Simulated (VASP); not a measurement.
A run of VASP 6.6.1 is set up as follows.

Contents of INCAR:

```
ALGO = Normal
EDIFF = 1E-6
ENCUT = 1340
GGA = PE
GGA_COMPAT = False
ISIF = 2
ISMEAR = -1
LASPH = True
LCHARG = False
LREAL = False
LWAVE = False
NBANDS = 28
NELM = 120
PREC = Accurate
SIGMA = 0.02
```

Contents of KPOINTS:

```
k-points
0
Gamma
  8 4 6
```

POSCAR

```
SnO
1.0
    3.4392031775      0.0000000000      0.0000000000
    0.0000000000      5.7577049671      0.0000000000
    0.0000000000      0.0000000000      4.0008070933
Sn O
2 2
Direct
    0.0000000000      0.2265434688      0.5079087085
    0.5000000000      0.7734565312      0.0079087085
    0.0000000000      0.8985775737      0.7420922915
    0.5000000000      0.1014224263      0.2420922915
```

Potentials or basis: VASP PAW PBE potentials, release 64 (Sn_d, O_h).

Command:

```bash
$ cat potpaw_PBE.64/Sn_d/POTCAR potpaw_PBE.64/O_h/POTCAR > POTCAR
$ mpirun -np 1 vasp_std > vasp.out
```

(1) What does it give for the pressure?

(2) Predict the largest force.

(3) What does it give for the band gap on the k mesh?

Results:

(1) 3.0 GPa.

(2) 0.583 eV/Å.

(3) 1.42 eV (least direct gap 2.37 eV).

Caveat: the cell differs from its parent crystal (uniaxial x strain +4.1%); spin-orbit coupling is left out, which moves the levels of the heavy elements.
